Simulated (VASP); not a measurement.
# BeTe (F-43m) in VASP: single point with LDA

Aim: the single point of BeTe with LDA.

Program: VASP 6.6.1. These are calculated values, not measurements. Logs are shortened: lines on timing, memory, paths and dates and some standing lists are left out, and cuts for length are marked.

## (1) The cell of the first run

Symmetry: F-43m, No. 216, cubic system. Conventional cell: a = 5.540 Å, b = 5.540 Å, c = 5.540 Å, α = 90.00°, β = 90.00°, γ = 90.00°. Be (site symmetry -43m) has 4 Te at 2.40 Å within 3.2 Å. Within 3.2 Å of Te (site symmetry -43m) lie 4 Be at 2.40 Å.

## (2) Single point, LDA

File INCAR:

```
PREC = Accurate ; ENCUT = 600
EDIFF = 1E-6 ; ISMEAR = 0
SIGMA = 0.01 ; LREAL = F
LASPH = T ; NELM = 120
ALGO = Normal ; ISIF = 2
LWAVE = F ; LCHARG = T
LELF = T ; LVHAR = T
NBANDS = 11 ; GGA_COMPAT = F
```

File KPOINTS:

```
regular mesh
0
Gamma
  8 8 8
```

File POSCAR:

```
BeTe
1.0
    0.0000000000      2.7700000000      2.7700000000
    2.7700000000      0.0000000000      2.7700000000
    2.7700000000      2.7700000000      0.0000000000
Be Te
1 1
Direct
    0.0000000000      0.0000000000      0.0000000000
    0.7500000000      0.7500000000      0.7500000000
```

Potentials or basis: VASP PAW LDA potentials, release 64 (Be, Te).

On the command line:

```sh
$ cat potpaw_LDA.64/Be/POTCAR potpaw_LDA.64/Te/POTCAR > POTCAR
$ mpirun -np 1 vasp_std > vasp.out
```

OUTCAR:

```text
PREC = Accurate
   ENCUT = 600
   EDIFF = 1E-6
   ISMEAR = 0
   LREAL = F
   LASPH = T
   NELM = 120
   ISIF = 2

 ion  position               nearest neighbor table
   1  0.000  0.000  0.000-   2 2.40   2 2.40   2 2.40   2 2.40
   2  0.750  0.750  0.750-   1 2.40   1 2.40   1 2.40   1 2.40

  LATTYP: Found a face centered cubic cell.
 ALAT       =     5.5400000000

  Lattice vectors:

 A1 = (   0.0000000000,   2.7700000000,   2.7700000000)
 A2 = (   2.7700000000,   0.0000000000,   2.7700000000)
 A3 = (   2.7700000000,   2.7700000000,   0.0000000000)

Analysis of symmetry for initial positions (statically):
=====================================================================
 Subroutine PRICEL returns:
 Original cell was already a primitive cell.

 Routine SETGRP: Setting up the symmetry group for a
 face centered cubic supercell.

 Subroutine GETGRP returns: Found 24 space group operations
 (whereof 24 operations were pure point group operations)
 out of a pool of 48 trial point group operations.

The static configuration has the point symmetry T_d .

Analysis of symmetry for dynamics (positions and initial velocities):
=====================================================================
 Subroutine PRICEL returns:
 Original cell was already a primitive cell.

 Routine SETGRP: Setting up the symmetry group for a
 face centered cubic supercell.

 Subroutine GETGRP returns: Found 24 space group operations
 (whereof 24 operations were pure point group operations)
 out of a pool of 48 trial point group operations.

The dynamic configuration has the point symmetry T_d .

 Subroutine INISYM returns: Found 24 space group operations
 (whereof 24 operations are pure point group operations),
 and found     1 'primitive' translations

----------------------------------------------------------------------------------------

                                     Primitive cell

  volume of cell :      42.5079

  direct lattice vectors                    reciprocal lattice vectors
     0.000000000  2.770000000  2.770000000    -0.180505415  0.180505415  0.180505415
     2.770000000  0.000000000  2.770000000     0.180505415 -0.180505415  0.180505415
     2.770000000  2.770000000  0.000000000     0.180505415  0.180505415 -0.180505415

  length of vectors
     3.917371568  3.917371568  3.917371568     0.312644550  0.312644550  0.312644550

[... 85 lines left out ...]
   NFREE  =      0    steps in history (QN), initial steepest desc. (CG)
   ISIF   =      2    stress and relaxation
   ISYM   =      2    0-nonsym 1-usesym 2-fastsym
   POTIM  = 0.5000    time-step for ionic-motion
   TEBEG  =    0.0;   TEEND  =   0.0 temperature during run
   PSTRESS=    0.0 pullay stress
   NELECT =       8.0000    total number of electrons
   NUPDOWN=      -1.0000    fix difference up-down
   EMIN   =  10.00;   EMAX   =-10.00  energy-range for DOS
   EFERMI =   0.00;   METHOD = LEGACY
   ISMEAR =     0;   SIGMA  =   0.01  broadening in eV -4-tet -1-fermi 0-gaus
   EFERMI_NEDOS =   21; number of points for ismear=-14 and -15
   IALGO  =     38    algorithm
   IMIX   =      4    mixing-type and parameters
     AMIX     =   0.40;   BMIX     =  1.00
     AMIX_MAG =   1.60;   BMIX_MAG =  1.00
  volume/ion in A,a.u.               =      21.25       143.43
  Fermi-wavevector in a.u.,A,eV,Ry     =   0.938170  1.772885 11.975354  0.880164
  Thomas-Fermi vector in A             =   2.065355
   LORBIT       =      0    0 simple, 1 ext, 2 COOP (PROOUT), +10 PAW based schemes
   GGA     = CA    functional components
   LHFCALC =     F    Hartree Fock is set to
   AEXX    =    0.0000 exact exchange contribution
   IVDW    =     0    specifies the selected vdW correction
   LEPSILON=     F    determine dielectric tensor
   LRPA    =     F    only Hartree local field effects (RPA)
 non-spin polarized calculation
 Gauss-broadening in eV      SIGMA  =   0.01
  energy-cutoff  :      600.00
  volume of cell :       42.51
 maximum number of plane-waves:      1433
   NGX = 15   NGY = 15   NGZ = 15

 number of electron       8.0000000 magnetization

 Free energy of the ion-electron system (eV)
  ---------------------------------------------------
  ext. energy  EPLUGINS =         0.00000000
  ---------------------------------------------------
  free energy    TOTEN  =        -8.72543244 eV

  energy without entropy =       -8.72543244  energy(sigma->0) =       -8.72543244

 E-fermi :   5.5513     XC(G=0):  -9.4621

 val. band max:        5.5112015079   @ k =   0.0000   0.0000   0.0000
 cond. band min:       7.2616727118   @ k =   0.5000   0.5000   0.0000
 fundamental gap:      1.7504712039
 Fermi energy:         5.5512998984

 k-point     1 :       0.0000    0.0000    0.0000
  band No.  band energies     occupation
      1      -7.1408      2.00000
      2       5.5112      2.00000
      3       5.5112      2.00000
      4       5.5112      2.00000
      5       9.0532      0.00000
      6       9.0532      0.00000
      7       9.0532      0.00000
      8       9.6020      0.00000
      9      13.7661      0.00000
     10      15.8511      0.00000
     11      15.8511      0.00000
[... 309 lines left out ...]
 k-point    24 :      -0.3750    0.2500    0.1250
  band No.  band energies     occupation
      1      -5.4219      2.00000
      2       0.1116      2.00000
      3       2.4415      2.00000
      4       3.4564      2.00000
      5       9.6269      0.00000
      6       9.9245      0.00000
      7      12.2835      0.00000
      8      13.3429      0.00000
      9      14.0023      0.00000
     10      17.1087      0.00000
     11      17.4763      0.00000

 [... further k-points ...]

------------------------ aborting loop because EDIFF is reached ----------------------------------------

  FORCE on cell =-STRESS in cart. coord.  units (eV):
  Direction    XX          YY          ZZ          XY          YZ          ZX
  --------------------------------------------------------------------------------------
  -------------------------------------------------------------------------------------
  Total        0.2115782      0.2115782      0.2115782      0.0000000     -0.0000000      0.0000000
  in kB        7.9746597      7.9746597      7.9746597      0.0000000     -0.0000000      0.0000000
  external PRESSURE =       7.9746597 kB  Pullay stress =       0.0000000 kB

 VOLUME and BASIS-vectors are now :
 -----------------------------------------------------------------------------
  energy-cutoff  :      600.00
  volume of cell :       42.51
      direct lattice vectors                 reciprocal lattice vectors
     0.000000000  2.770000000  2.770000000    -0.180505415  0.180505415  0.180505415
     2.770000000  0.000000000  2.770000000     0.180505415 -0.180505415  0.180505415
     2.770000000  2.770000000  0.000000000     0.180505415  0.180505415 -0.180505415

 POSITION                                       TOTAL-FORCE (eV/Angst)
 -----------------------------------------------------------------------------------
      0.00000      0.00000      0.00000        -0.000000      0.000000     -0.000000
      4.15500      4.15500      4.15500         0.000000     -0.000000      0.000000
 -----------------------------------------------------------------------------------
    total drift:                               -0.000000     -0.000000     -0.000000

  FREE ENERGIE OF THE ION-ELECTRON SYSTEM (eV)
  ---------------------------------------------------
  free  energy   TOTEN  =        -8.7254324412 eV

  energy  without entropy=       -8.7254324412  energy(sigma->0) =       -8.72543244
```

stdout:

```text
POSCAR found type information on POSCAR BeTe
 POSCAR found :  2 types and       2 ions
 scaLAPACK will be used
 LDA part: xc-table for (Slater(with rela. corr.)+CA(PZ))
 , standard interpolation
 POSCAR, INCAR and KPOINTS ok, starting setup
 FFT: planning ... GRIDC
 FFT: planning ... GRID_SOFT
 FFT: planning ... GRID
 WAVECAR not read
 entering main loop
```

Run time: 19 s. Hardware: 1 thread of AMD EPYC 7R13, shared host; peak memory 0.13 GiB.

Results:

- Free energy: -8.7254 eV
- Pressure: 0.8 GPa
- Band gap on the k mesh: 1.75 eV, indirect (least direct gap 3.54 eV)

Levels at points of the mesh, in eV from the valence-band top:
```
           k point  band 2  band 3  band 4  band 5  band 6  band 7
(0.00, 0.00, 0.00)    0.00    0.00    0.00    3.54    3.54    3.54
(0.50, 0.00, 0.00)   -5.86   -1.22   -1.22    3.19    4.53    4.53
(0.50, 0.50, 0.00)   -5.35   -2.83   -2.83    1.75    2.58    9.91
```

Caveat: spin-orbit coupling is left out, which moves the levels of the heavy elements.
